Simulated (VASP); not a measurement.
# Ti (Fm-3m) in VASP: notebook, part 2 of 2

VASP 6.6.1. The steps go on from the part before.

## 3. Relaxation of cell and atoms, r2SCAN

POSCAR reads:

```
Ti
1.0
    0.0000000000      2.0300000000      2.0300000000
    2.0300000000      0.0000000000      2.0300000000
    2.0300000000      2.0300000000      0.0000000000
Ti
1
Direct
    0.0000000000      0.0000000000      0.0000000000
```

INCAR.step1 reads:

```
SYSTEM = Ti
PREC = Accurate ; ENCUT = 600
ISMEAR = -1 ; SIGMA = 0.05
LREAL = .FALSE. ; LASPH = .TRUE.
NELM = 60 ; GGA = PE
ALGO = Normal ; EDIFF = 1E-4
LWAVE = .TRUE. ; LCHARG = .FALSE.
```

INCAR.step2 reads:

```
SYSTEM = Ti
PREC = Accurate ; ENCUT = 600
EDIFF = 1E-6 ; ISMEAR = -1
SIGMA = 0.05 ; LREAL = .FALSE.
LASPH = .TRUE. ; NELM = 60
ALGO = Normal ; ISIF = 3
LWAVE = .FALSE. ; LCHARG = .FALSE.
METAGGA = R2SCAN ; LMIXTAU = .TRUE.
IBRION = 2 ; NSW = 60
EDIFFG = -0.01 ; ISTART = 1
```

KPOINTS reads:

```
Automatic mesh
0
G
  11 11 11
  0 0 0
```

Potentials or basis: VASP PAW PBE potentials, release 64 (Ti_sv).

Launch:

```
$ cat potpaw_PBE.64/Ti_sv/POTCAR > POTCAR
$ cp INCAR.step1 INCAR
$ mpirun -np 1 vasp_std > vasp.out
$ cp INCAR.step2 INCAR
$ mpirun -np 1 vasp_std > vasp.out
```

OUTCAR:

```text
SYSTEM = Ti
   PREC = Accurate
   ENCUT = 600
   EDIFF = 1E-6
   ISMEAR = -1
   LREAL = .FALSE.
   LASPH = .TRUE.
   NELM = 60
   ISIF = 3
   METAGGA = R2SCAN
   IBRION = 2
   NSW = 60
   EDIFFG = -0.01
   ISTART = 1

 ion  position               nearest neighbor table
   1  0.000  0.000  0.000-

  LATTYP: Found a face centered cubic cell.
 ALAT       =     4.0600000000

  Lattice vectors:

 A1 = (   0.0000000000,   2.0300000000,   2.0300000000)
 A2 = (   2.0300000000,   0.0000000000,   2.0300000000)
 A3 = (   2.0300000000,   2.0300000000,   0.0000000000)

Analysis of symmetry for initial positions (statically):
=====================================================================
 Subroutine PRICEL returns:
 Original cell was already a primitive cell.

 Routine SETGRP: Setting up the symmetry group for a
 face centered cubic supercell.

 Subroutine GETGRP returns: Found 48 space group operations
 (whereof 48 operations were pure point group operations)
 out of a pool of 48 trial point group operations.

The static configuration has the point symmetry O_h .

Analysis of symmetry for dynamics (positions and initial velocities):
=====================================================================
 Subroutine PRICEL returns:
 Original cell was already a primitive cell.

 Routine SETGRP: Setting up the symmetry group for a
 face centered cubic supercell.

 Subroutine GETGRP returns: Found 48 space group operations
 (whereof 48 operations were pure point group operations)
 out of a pool of 48 trial point group operations.

The dynamic configuration has the point symmetry O_h .

 Subroutine INISYM returns: Found 48 space group operations
 (whereof 48 operations are pure point group operations),
 and found     1 'primitive' translations

----------------------------------------------------------------------------------------
[... 120 lines left out ...]
   LEPSILON=     F    determine dielectric tensor
   LRPA    =     F    only Hartree local field effects (RPA)
 conjugate gradient relaxation of ions
 non-spin polarized calculation
  energy-cutoff  :      600.00
  volume of cell :       16.73
 maximum number of plane-waves:       568
   NGX = 11   NGY = 11   NGZ = 11

--------------------------------------- Ionic step        1  -------------------------------------------

 number of electron      12.0000002 magnetization

 Free energy of the ion-electron system (eV)
  ---------------------------------------------------
  ext. energy  EPLUGINS =         0.00000000
  ---------------------------------------------------
  free energy    TOTEN  =       -12.87636077 eV

  energy without entropy =      -12.86395551  energy(sigma->0) =      -12.87015814

------------------------ aborting loop because EDIFF is reached ----------------------------------------

  FORCE on cell =-STRESS in cart. coord.  units (eV):
  Direction    XX          YY          ZZ          XY          YZ          ZX
  --------------------------------------------------------------------------------------
  -------------------------------------------------------------------------------------
  Total        0.4940317      0.4940317      0.4940317      0.0000000      0.0000000     -0.0000000
  in kB       47.3093866     47.3093866     47.3093866      0.0000000      0.0000000     -0.0000000
  external PRESSURE =      47.3093866 kB  Pullay stress =       0.0000000 kB
[... 57 lines left out ...]
--------------------------------------- Ionic step        3  -------------------------------------------

 number of electron      12.0000002 magnetization

 Free energy of the ion-electron system (eV)
  ---------------------------------------------------
  ext. energy  EPLUGINS =         0.00000000
  ---------------------------------------------------
  free energy    TOTEN  =       -12.88630201 eV

  energy without entropy =      -12.87327420  energy(sigma->0) =      -12.87978811

 E-fermi :   8.1856     XC(G=0): -12.3957

 val. band max:        8.1847096095   @ k =   0.3636   0.0000   0.0000
 cond. band min:       8.2044090919   @ k =   0.2727   0.1818   0.0909
 fundamental gap:      0.0196994824
 Fermi energy:         8.1856285215

 k-point     1 :       0.0000    0.0000    0.0000
  band No.  band energies     occupation
      1     -50.8543      2.00000
      2     -25.6615      2.00000
      3     -25.6614      2.00000
      4     -25.6614      2.00000
      5       1.7338      2.00000
      6       9.1967      0.00000
      7       9.1967      0.00000
      8       9.1967      0.00000
      9      10.9930      0.00000
     10      10.9930      0.00000
[... 287 lines left out ...]
 k-point    24 :      -0.1818    0.1818    0.0000
  band No.  band energies     occupation
      1     -50.7704      2.00000
      2     -26.0433      2.00000
      3     -25.8175      2.00000
      4     -25.7050      2.00000
      5       4.2978      2.00000
      6       8.0354      1.90552
      7       9.1291      0.00000
      8      10.1079      0.00000
      9      10.1899      0.00000
     10      11.9060      0.00000

 [... further k-points ...]
[... 5 lines left out ...]
  --------------------------------------------------------------------------------------
  -------------------------------------------------------------------------------------
  Total       -0.0029412     -0.0029412     -0.0029412     -0.0000000     -0.0000000     -0.0000000
  in kB       -0.2704381     -0.2704381     -0.2704381     -0.0000000     -0.0000000     -0.0000000
  external PRESSURE =      -0.2704381 kB  Pullay stress =       0.0000000 kB
[... 16 lines left out ...]
  FREE ENERGIE OF THE ION-ELECTRON SYSTEM (eV)
  ---------------------------------------------------
  free  energy   TOTEN  =       -12.8863020099 eV

  energy  without entropy=      -12.8732742037  energy(sigma->0) =      -12.87978811

 reached required accuracy - stopping structural energy minimisation
```

OSZICAR.step1:

```text
N       E                     dE             d eps       ncg     rms          rms(c)
DAV:   1     0.838713617466E+02    0.83871E+02   -0.75744E+03  1120   0.162E+03
DAV:   2    -0.414360665186E+01   -0.88015E+02   -0.86643E+02  1162   0.337E+02
DAV:   3    -0.859002207347E+01   -0.44464E+01   -0.44020E+01  1518   0.767E+01
DAV:   4    -0.873345993865E+01   -0.14344E+00   -0.14325E+00  1310   0.116E+01
DAV:   5    -0.873669448544E+01   -0.32345E-02   -0.32343E-02  1404   0.157E+00    0.863E+00
DAV:   6    -0.777968790110E+01    0.95701E+00   -0.31987E+00  1138   0.253E+01    0.235E+00
DAV:   7    -0.776848964034E+01    0.11198E-01   -0.15551E-01  1200   0.460E+00    0.132E+00
DAV:   8    -0.777977589323E+01   -0.11286E-01   -0.45450E-02  1216   0.311E+00    0.205E-01
DAV:   9    -0.777991094691E+01   -0.13505E-03   -0.68877E-03  1230   0.104E+00    0.833E-02
DAV:  10    -0.777997447818E+01   -0.63531E-04   -0.41339E-04  1228   0.219E-01
   1 F= -.77799745E+01 E0= -.77743883E+01  d E =-.111723E-01
```

It took 2.5 min on 1 thread of AMD EPYC 7R43 (Zen 3), shared host; peak memory 0.12 GiB.

Results:

- Free energy: -12.8863 eV
- Relaxed volume: 17.42 Å³/atom
- Relaxed cell: a = 2.910 Å, b = 2.910 Å, c = 2.910 Å, α = 60.00°, β = 60.00°, γ = 60.00°
- Space group after relaxing (to 0.05 Å): Fm-3m (No. 225)
- Energy gained by relaxing: 9.9 meV/atom
- Ionic steps: 3
- Pressure after relaxing: 0.0 GPa
- Band gap on the k mesh: zero (band 6 reaches 9.20 eV, above the bottom of band 7 at 7.94 eV)

The path:
```csv
step,energy change (eV),largest force (eV/Å),pressure (GPa),volume (Å³)
1,0.0000,0.0000,4.73,16.73
2,-0.0046,0.0000,-3.15,17.96
3,-0.0099,0.0000,-0.03,17.42
```

Final structure:
```
Ti
1.0
     0.00000    2.05768    2.05768
     2.05768    0.00000    2.05768
     2.05768    2.05768    0.00000
Ti
1
Cartesian
  0.0000 0.0000 0.0000
```

Caveat: the PAW data sets were made with another functional, which shifts forces and pressure a little. Zero-point motion and thermal expansion aren't in these numbers.

## 4. Single point, LDA

This run uses another cell than the first one, of 16.00 Å³/atom, 0.956 times its volume.

INCAR reads:

```
PREC = Accurate ; ENCUT = 520
EDIFF = 1E-6 ; ISMEAR = -1
SIGMA = 0.05 ; LREAL = F
LASPH = T ; NELM = 100
ALGO = Fast ; ISIF = 2
LWAVE = F ; LCHARG = F
NBANDS = 12
```

KPOINTS reads:

```
Automatic mesh
0
Gamma
  11 11 11
```

POSCAR reads:

```
Ti
1.0
    0.0000000000      1.9998488382      1.9998488382
    1.9998488382      0.0000000000      1.9998488382
    1.9998488382      1.9998488382      0.0000000000
Ti
1
Direct
    0.0000000000      0.0000000000      0.0000000000
```

Potentials or basis: VASP PAW LDA potentials, release 64 (Ti_sv).

Launch:

```
$ cat potpaw_LDA.64/Ti_sv/POTCAR > POTCAR
$ mpirun -np 1 vasp_std > vasp.out
```

Wall time 13 s (1 thread of AMD EPYC 9R45 (Zen 5), shared host); peak memory 0.1 GiB.

It converged, with:

| Item | Value |
| --- | --- |
| Free energy | -8.5111 eV |
| Pressure | -0.3 GPa |
| Band gap on the k mesh | zero (band 6 reaches 9.78 eV, above the bottom of band 7 at 8.59 eV) |

Levels at points of the mesh, in eV from the Fermi level:
```
           k point  band 4  band 5  band 6  band 7  band 8  band 9
(0.00, 0.00, 0.00)  -32.00   -6.20    0.90    0.90    0.90    2.70
```

## 5. The runs side by side

| task | level | potentials or basis | cell | cutoff (eV) | gap on the mesh (eV) | pressure (GPa) | relaxed volume (Å³/atom) |
| --- | --- | --- | --- | --- | --- | --- | --- |
| relaxation of cell and atoms | BLYP | VASP PAW PBE potentials, release 64 (Ti_sv) | relaxed from a = 2.871 Å, angles 60.0°, 1 atom | 600 | none | 0.0 | 17.74 |
| relaxation of cell and atoms | r2SCAN | VASP PAW PBE potentials, release 64 (Ti_sv) | relaxed from a = 2.871 Å, angles 60.0°, 1 atom | 600 | none | 0.0 | 17.42 |
| single point | LDA | VASP PAW LDA potentials, release 64 (Ti_sv) | a = 2.828 Å, angles 60.0°, 1 atom | 520 | none | -0.3 | - |

Alike in all rows: no spin polarisation; k mesh 11 × 11 × 11; smearing fermi-dirac 0.05 eV.

Caveats: the PAW data sets were made with another functional, which shifts forces and pressure a little (some runs).

Absolute energies hang on the potentials; compare differences alone.
